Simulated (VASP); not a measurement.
A run of VASP 6.6.1:

File INCAR:

```
SYSTEM = SrTiO3
PREC = Accurate
ENCUT = 520
EDIFF = 1E-7
ISMEAR = 0
SIGMA = 0.05
LREAL = .False.
LASPH = .True.
NELM = 60
ALGO = Normal
ISIF = 2
LWAVE = .False.
LCHARG = .False.
GGA = PE
NBANDS = 28
```

File KPOINTS:

```
regular mesh
0
Gamma
  8 8 8
  0 0 0
```

File POSCAR:

```
SrTiO3
1.0
    3.8905502681      0.0000000000      0.0000000000
    0.0000000000      3.8905502681      0.0000000000
    0.0000000000      0.0000000000      4.0281277780
Sr Ti O
1 1 3
Direct
    0.0006835254      0.0000000000      0.0000000000
    0.5032269229      0.5000000000      0.5000000000
   -0.0048775414      0.5000000000      0.5000000000
    0.4957398015      0.0000000000      0.5000000000
    0.4957398015      0.5000000000      0.0000000000
```

Potentials or basis: VASP PAW PBE potentials, release 64 (Sr_sv, Ti_sv, O).

Run with:

```console
$ cat potpaw_PBE.64/Sr_sv/POTCAR potpaw_PBE.64/Ti_sv/POTCAR potpaw_PBE.64/O/POTCAR > POTCAR
$ mpirun -np 1 vasp_std > vasp.out
```

Hardware: 1 thread of Intel(R) Xeon(R) Platinum 8488C (Sapphire Rapids) (shared host).

Task: Estimate the wall time of this run.

Result: It took 3 min on 1 thread of Intel(R) Xeon(R) Platinum 8488C (Sapphire Rapids), on a shared host, peak memory 0.32 GiB. Counts: scf iterations 18, k points 125.
